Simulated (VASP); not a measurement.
# CaB15N15 (a cell with a defect) (Ca_B-V_N) in VASP: settings compared, part 2 of 2

VASP 6.6.1. Earlier steps stand in the parts before.

### Step 4. Single point, HSE06

POSCAR

```
CaB15N15
1.0
   -3.6241103844      3.6241103844     -3.6241103844
    3.6241103844      3.6241103844      3.6241103844
    3.6241103844     -3.6241103844     -3.6241103844
B Ca N
15 1 15
Direct
   -0.0151958388     -0.0132584790     -0.0307038503
    0.0071931078      0.2547050680      0.7600964003
    0.0072092637      0.5108300997      0.5039377537
   -0.0151015249      0.7199097028      0.2359938062
    0.2528655584      0.0091071907      0.7601476827
    0.2528262659      0.5108323757      0.2582994372
    0.2470450808      0.7504084744     -0.0003608071
    0.5090149860      0.0091032764      0.5039486741
    0.5089851295      0.2547160053      0.2583133866
    0.4970730405      0.4989529802      0.0046882507
    0.4970452924      0.7554125090      0.7481507647
    0.7182014381     -0.0132163144      0.2359534725
    0.7485213159      0.2489073088     -0.0003811600
    0.7535895854      0.4989525544      0.7481791497
    0.7485276545      0.7504100870      0.4981419271
    0.1728148827      0.1746161612      0.4239211195
   -0.0039426408      0.2483420322      0.0070898149
    0.0077629145      0.5060069003      0.7552442084
   -0.0039122099      0.7578653316      0.4975749535
    0.2464453439     -0.0020566416      0.0070906353
    0.2537329276      0.2556218868      0.7947165478
    0.2537175281      0.5453953921      0.5048152074
    0.2464737486      0.7578862255      0.2472015599
    0.5041170199      0.0096033064      0.7552200363
    0.5436007585      0.2556356171      0.5048497113
    0.5041299429      0.5060133267      0.2588555817
    0.4933505813      0.7472050613     -0.0035728578
    0.7560086399     -0.0020360660      0.4975583011
    0.7559535276      0.2483450908      0.2471517104
    0.7453290504      0.4952093313     -0.0035648895
    0.7453089248      0.7471821117      0.7444166836
```

INCAR.step1

```
SYSTEM = CaB15N15
ALGO = Normal ; EDIFF = 1E-5
ENCUT = 520 ; GGA = PE
ISIF = 2 ; ISMEAR = -1
LASPH = .TRUE. ; LREAL = Auto
LWAVE = .TRUE. ; NBANDS = 86
NELM = 60 ; PREC = Accurate
SIGMA = 0.01
```

INCAR.step2

```
SYSTEM = CaB15N15
ALGO = Normal ; EDIFF = 1E-7
ENCUT = 520 ; GGA = PE
HFSCREEN = 0.2079 ; ISIF = 2
ISMEAR = -1 ; ISTART = 1
LASPH = .TRUE. ; LCHARG = .TRUE.
LELF = .TRUE. ; LHFCALC = .TRUE.
LREAL = Auto ; LVHAR = .TRUE.
LWAVE = .FALSE. ; NBANDS = 86
NELM = 60 ; PREC = Accurate
PRECFOCK = Fast ; SIGMA = 0.01
```

KPOINTS

```
Automatic mesh
0
Gamma
  1 1 1
  0.25 0.25 0.25
```

Potentials or basis: VASP PAW PBE potentials, release 64 (B, Ca_sv, N).

Run with:

```console
cat potpaw_PBE.64/B/POTCAR potpaw_PBE.64/Ca_sv/POTCAR potpaw_PBE.64/N/POTCAR > POTCAR
cp INCAR.step1 INCAR
mpirun -np 1 vasp_std > vasp.out
cp INCAR.step2 INCAR
mpirun -np 1 vasp_std > vasp.out
```

OUTCAR:

```text
SYSTEM = CaB15N15
   EDIFF = 1E-7
   ENCUT = 520
   GGA = PE
   HFSCREEN = 0.2079
   ISIF = 2
   ISMEAR = -1
   ISTART = 1
   LASPH = .TRUE.
   LHFCALC = .TRUE.
   LREAL = Auto
   NELM = 60
   PREC = Accurate
   PRECFOCK = Fast

 ion  position               nearest neighbor table
   1  0.985  0.987  0.969-  31 1.48  17 1.55  20 1.55  16 2.35
   2  0.007  0.255  0.760-  21 1.49  18 1.59  17 1.59  28 1.61  16 2.62
   3  0.007  0.511  0.504-  22 1.49  18 1.59  19 1.59  29 1.61  16 2.63
   4  0.985  0.720  0.236-  30 1.48  23 1.55  19 1.55  16 2.35
   5  0.253  0.009  0.760-  21 1.49  24 1.59  20 1.59  19 1.61  16 2.62
   6  0.253  0.511  0.258-  22 1.49  26 1.59  23 1.59  17 1.61  16 2.63
   7  0.247  0.750  1.000-  18 1.52  20 1.54  23 1.54  27 1.56
   8  0.509  0.009  0.504-  25 1.49  24 1.59  28 1.59  23 1.61  16 2.62
   9  0.509  0.255  0.258-  25 1.49  26 1.59  29 1.59  20 1.61  16 2.62
  10  0.497  0.499  0.005-  21 1.47  26 1.57  27 1.58  30 1.58
  11  0.497  0.755  0.748-  22 1.47  24 1.57  27 1.58  31 1.58
  12  0.718  0.987  0.236-  27 1.48  29 1.55  28 1.55  16 2.35
  13  0.749  0.249  1.000-  24 1.52  17 1.54  29 1.54  30 1.56
  14  0.754  0.499  0.748-  25 1.47  18 1.57  31 1.58  30 1.58
  15  0.749  0.750  0.498-  26 1.52  28 1.54  19 1.54  31 1.56
  16  0.173  0.175  0.424-  25 2.05  21 2.05  22 2.05  12 2.35   1 2.35   4 2.35   8 2.62   5 2.62
                             9 2.62   2 2.62   3 2.63   6 2.63
  17  0.996  0.248  0.007-  13 1.54   1 1.55   2 1.59   6 1.61
  18  0.008  0.506  0.755-   7 1.52  14 1.57   3 1.59   2 1.59
  19  0.996  0.758  0.498-  15 1.54   4 1.55   3 1.59   5 1.61
  20  0.246  0.998  0.007-   7 1.54   1 1.55   5 1.59   9 1.61
  21  0.254  0.256  0.795-  10 1.47   2 1.49   5 1.49  16 2.05
  22  0.254  0.545  0.505-  11 1.47   3 1.49   6 1.49  16 2.05
  23  0.246  0.758  0.247-   7 1.54   4 1.55   6 1.59   8 1.61
  24  0.504  0.010  0.755-  13 1.52  11 1.57   5 1.59   8 1.59
  25  0.544  0.256  0.505-  14 1.47   9 1.49   8 1.49  16 2.05
  26  0.504  0.506  0.259-  15 1.52  10 1.57   6 1.59   9 1.59
  27  0.493  0.747  0.996-  12 1.48   7 1.56  11 1.58  10 1.58
  28  0.756  0.998  0.498-  15 1.54  12 1.55   8 1.59   2 1.61
  29  0.756  0.248  0.247-  13 1.54  12 1.55   9 1.59   3 1.61
  30  0.745  0.495  0.996-   4 1.48  13 1.56  10 1.58  14 1.58
  31  0.745  0.747  0.744-   1 1.48  15 1.56  14 1.58  11 1.58
[... 206 lines left out ...]
   IVDW    =     0    specifies the selected vdW correction
   LEPSILON=     F    determine dielectric tensor
   LRPA    =     F    only Hartree local field effects (RPA)
 non-spin polarized calculation
  energy-cutoff  :      520.00
  volume of cell :      190.40
 maximum number of plane-waves:      5072
 NGX is ok and might be reduce to    48
  NGX = 24; NGY = 24; NGZ = 24

 number of electron     130.0000001 magnetization

 Free energy of the ion-electron system (eV)
  ---------------------------------------------------
  ext. energy  EPLUGINS =         0.00000000
  ---------------------------------------------------
  free energy    TOTEN  =      -298.26508135 eV

  energy without entropy =     -298.26508135  energy(sigma->0) =     -298.26508135

 E-fermi :   7.8654     XC(G=0): -10.4511

 val. band max:        7.5887811772   @ k =   0.2500   0.2500   0.2500
 cond. band min:      11.8225526130   @ k =   0.2500   0.2500   0.2500
 fundamental gap:      4.2337714358
 Fermi energy:         7.8653885720

 k-point     1 :       0.2500    0.2500    0.2500
  band No.  band energies     occupation
      1     -33.3438      2.00000
      2     -14.7551      2.00000
      3     -14.7548      2.00000
      4     -14.3811      2.00000
      5     -13.4293      2.00000
      6     -13.3744      2.00000
[... 69 lines left out ...]
     76      15.8323      0.00000
     77      16.1724      0.00000
 [bands above 77 left out]

------------------------ aborting loop because EDIFF is reached ----------------------------------------

  FORCE on cell =-STRESS in cart. coord.  units (eV):
  Direction    XX          YY          ZZ          XY          YZ          ZX
  --------------------------------------------------------------------------------------
  -------------------------------------------------------------------------------------
  Total       15.3468108     15.3407568     15.3675330      4.2424484     -4.2314030     -4.2299932
  in kB      129.1410990    129.0901554    129.3154734     35.6995634    -35.6066185    -35.5947552
  external PRESSURE =     129.1822426 kB  Pullay stress =       0.0000000 kB

 VOLUME and BASIS-vectors are now :
 -----------------------------------------------------------------------------
  energy-cutoff  :      520.00
  volume of cell :      190.40
      direct lattice vectors                 reciprocal lattice vectors
    -3.624110384  3.624110384 -3.624110384     0.000000000  0.137964893 -0.137964893
     3.624110384  3.624110384  3.624110384     0.137964893  0.137964893  0.000000000
     3.624110384 -3.624110384 -3.624110384     0.137964893  0.000000000 -0.137964893

 POSITION                                       TOTAL-FORCE (eV/Angst)
 -----------------------------------------------------------------------------------
      3.51986      3.63226     -3.50582        -0.143906      0.001411      0.137479
      3.65168     -1.80553     -1.85766         0.059072     -0.020105     -0.049548
      3.65150      0.05111     -0.00115         0.061874      0.047534      0.024563
     -0.10508      5.32315     -1.81562        -0.133257     -0.135773      0.004410
      1.87145     -1.80544     -3.63827         0.046123     -0.024598     -0.055568
      1.87115      1.83148     -0.00106         0.049498      0.060279      0.021054
[... 23 lines left out ...]
      2.70473      0.88466     -4.51765        -0.009215     -0.006362     -0.065992
      2.70464      2.71110     -2.69106        -0.004464      0.067991      0.007269
 -----------------------------------------------------------------------------------
    total drift:                               -0.001464      0.006528      0.000478

  FREE ENERGIE OF THE ION-ELECTRON SYSTEM (eV)
  ---------------------------------------------------
  free  energy   TOTEN  =      -298.2650813540 eV

  energy  without entropy=     -298.2650813540  energy(sigma->0) =     -298.26508135
```

OSZICAR.step1:

```text
N       E                     dE             d eps       ncg     rms          rms(c)
DAV:   1     0.746676744857E+03    0.74668E+03   -0.68945E+04   172   0.150E+03
DAV:   2    -0.205727010467E+03   -0.95240E+03   -0.90015E+03   210   0.368E+02
DAV:   3    -0.269904255885E+03   -0.64177E+02   -0.63553E+02   216   0.987E+01
DAV:   4    -0.271925804327E+03   -0.20215E+01   -0.20182E+01   272   0.143E+01
DAV:   5    -0.271950820598E+03   -0.25016E-01   -0.25013E-01   232   0.142E+00    0.273E+01
DAV:   6    -0.256068455653E+03    0.15882E+02   -0.48333E+01   200   0.235E+01    0.126E+01
DAV:   7    -0.255162647122E+03    0.90581E+00   -0.60572E+00   208   0.924E+00    0.814E+00
DAV:   8    -0.254900971998E+03    0.26168E+00   -0.94097E-01   216   0.395E+00    0.262E+00
DAV:   9    -0.254887983466E+03    0.12989E-01   -0.14980E-01   216   0.176E+00    0.514E-01
DAV:  10    -0.254887709710E+03    0.27376E-03   -0.45421E-02   208   0.778E-01    0.229E-01
DAV:  11    -0.254888077286E+03   -0.36758E-03   -0.50875E-03   192   0.321E-01    0.105E-01
DAV:  12    -0.254888219484E+03   -0.14220E-03   -0.72594E-04   208   0.132E-01    0.386E-02
DAV:  13    -0.254888239291E+03   -0.19807E-04   -0.12744E-04   216   0.494E-02    0.247E-02
DAV:  14    -0.254888233773E+03    0.55177E-05   -0.21422E-05   144   0.209E-02
   1 F= -.25488823E+03 E0= -.25488823E+03  d E =0.000000E+00
```

Wall time 3.9 min (1 thread of Intel Xeon Platinum 8259CL at 2.50GHz (Skylake/Cascade Lake), shared host); peak memory 0.46 GiB.

Results:

- Free energy: -298.2651 eV
- Pressure: 12.9 GPa
- Largest force: 0.202 eV/Å
- Band gap on the k mesh: 4.23 eV

Forces in eV/Å, atoms in the order of the input:
```
B   -0.144  0.001  0.137
B    0.059 -0.020 -0.050
B    0.062  0.048  0.025
B   -0.133 -0.136  0.004
B    0.046 -0.025 -0.056
B    0.049  0.060  0.021
B   -0.011 -0.012  0.014
B   -0.022  0.046 -0.060
B   -0.022  0.059 -0.047
B    0.002 -0.070  0.000
B    0.001  0.002  0.070
B   -0.004 -0.144  0.142
B   -0.013 -0.014  0.012
B   -0.070  0.002  0.000
B   -0.014 -0.011  0.011
Ca   0.092  0.090 -0.093
N    0.002 -0.008  0.016
N    0.026  0.000  0.000
N    0.002 -0.016  0.008
N   -0.013 -0.009 -0.005
N    0.074 -0.066 -0.077
N    0.078  0.078  0.068
N   -0.020  0.002  0.008
N    0.002  0.004 -0.026
N   -0.069  0.075 -0.078
N    0.002  0.025 -0.001
N    0.069 -0.009  0.008
N   -0.008 -0.016 -0.003
N   -0.008  0.004  0.011
N   -0.009 -0.006 -0.066
N   -0.004  0.068  0.007
```

Caveat: the k points lie up to 1.23 Å⁻¹ apart; the PAW data sets were made with another functional, which shifts forces and pressure a little.

### Step 5. Single point, HSE06

POSCAR

```
CaB15N15
1.0
   -3.6241103844      3.6241103844     -3.6241103844
    3.6241103844      3.6241103844      3.6241103844
    3.6241103844     -3.6241103844     -3.6241103844
B Ca N
15 1 15
Direct
   -0.0003059210      0.0002011341     -0.0690284156
    0.0139156758      0.2615638159      0.7578387796
    0.0139195365      0.5065105305      0.5128808779
   -0.0003159237      0.6796476323      0.2515170984
    0.2610444624      0.0144335691      0.7578317217
    0.2610457677      0.5065087569      0.2657513414
    0.2437735079      0.7501162152      0.0014332161
    0.5059872133      0.0144365364      0.5128830738
    0.5059884274      0.2615599096      0.2657461481
    0.5001374953      0.5006501119      0.0070786921
    0.5001356215      0.7557706943      0.7519734472
    0.6791419041      0.0002166898      0.2515456350
    0.7496042394      0.2442965937      0.0014403027
    0.7552391304      0.5006430508      0.7519689775
    0.7495987768      0.7501151315      0.4956120900
    0.1251545866      0.1256804108      0.3770067626
    0.0014253520      0.2498984331      0.0091205170
    0.0093449545      0.5071947703      0.7585129126
    0.0014273796      0.7578111882      0.5012149328
    0.2493855249      0.0019426995      0.0091269018
    0.2564916868      0.2570130266      0.7822293263
    0.2564929661      0.5309001935      0.5083278270
    0.2493798573      0.7578070770      0.2532589180
    0.5066783431      0.0098708915      0.7585168979
    0.5303666600      0.2570075800      0.5083272605
    0.5066753697      0.5071942377      0.2611845621
    0.5040892576      0.7552635171      0.0065825096
    0.7572894251      0.0019437632      0.5012269184
    0.7572781010      0.2499070860      0.2532641447
    0.7547288401      0.5045770167      0.0065607767
    0.7547374227      0.7552497636      0.7559154597
```

INCAR.step1

```
SYSTEM = CaB15N15
PREC = Accurate
ENCUT = 520
EDIFF = 1E-5
ISMEAR = -1
SIGMA = 0.01
LREAL = Auto
LASPH = .True.
NELM = 100
ALGO = Normal
ISIF = 2
LWAVE = .True.
LCHARG = .False.
GGA = PE
NELECT = 128.0
NBANDS = 86
```

INCAR.step2

```
SYSTEM = CaB15N15
PREC = Accurate
ENCUT = 520
EDIFF = 1E-6
ISMEAR = -1
SIGMA = 0.01
LREAL = Auto
LASPH = .True.
NELM = 100
ALGO = Normal
ISIF = 2
LWAVE = .False.
LCHARG = .False.
GGA = PE
LHFCALC = .True.
HFSCREEN = 0.2079
PRECFOCK = Fast
ISTART = 1
NELECT = 128.0
NBANDS = 86
```

KPOINTS is that of step 4.

Run with:

```console
cat potpaw_PBE.64/B/POTCAR potpaw_PBE.64/Ca_sv/POTCAR potpaw_PBE.64/N/POTCAR > POTCAR
cp INCAR.step1 INCAR
mpirun -np 1 vasp_std > vasp.out
cp INCAR.step2 INCAR
mpirun -np 1 vasp_std > vasp.out
```

It took 3.8 min on 1 thread of Intel Xeon Platinum 8259CL at 2.50GHz (Skylake/Cascade Lake), shared host; peak memory 0.47 GiB.

Results (log left out):

```
Free energy   : -316.7825 eV
Largest force : 0.191 eV/Å
```

Forces on the atoms (eV/Å):
```
B   -0.117  0.087  0.119
B    0.069 -0.005 -0.016
B    0.070  0.016  0.005
B   -0.118 -0.118 -0.089
B    0.016 -0.004 -0.068
B    0.016  0.069  0.005
B   -0.025 -0.025  0.023
B   -0.005  0.016 -0.069
B   -0.003  0.069 -0.016
B   -0.008 -0.058  0.009
B   -0.010 -0.009  0.058
B    0.088 -0.119  0.121
B   -0.025 -0.026  0.026
B   -0.059 -0.007  0.010
B   -0.024 -0.026  0.024
Ca   0.009  0.010 -0.009
N   -0.051 -0.007 -0.003
N    0.007  0.005 -0.005
N   -0.051  0.001  0.006
N    0.001 -0.007  0.052
N    0.089 -0.082 -0.089
N    0.090  0.090  0.083
N    0.002 -0.052  0.007
N    0.004  0.004 -0.008
N   -0.084  0.091 -0.090
N    0.005  0.009 -0.005
N    0.111  0.007 -0.007
N   -0.006  0.002  0.051
N   -0.007 -0.051 -0.003
N    0.010  0.009 -0.112
N    0.008  0.112 -0.007
```

Levels at points of the mesh, in eV from the Fermi level:
```
           k point  band 60  band 61  band 62  band 63  band 64  band 65  band 66  band 67  band 68  band 69
(0.25, 0.25, 0.25)    -1.99    -1.98    -1.34    -0.28    -0.28     3.65     4.92     4.92     7.04     7.04
```

Caveat: the k points lie up to 1.23 Å⁻¹ apart; the cell carries a net charge on a neutralising background, which shifts energy and pressure; the cell is charged against a uniform background, so pressure and absolute levels hang on convention; the PAW data sets were made with another functional, which shifts forces and pressure a little.
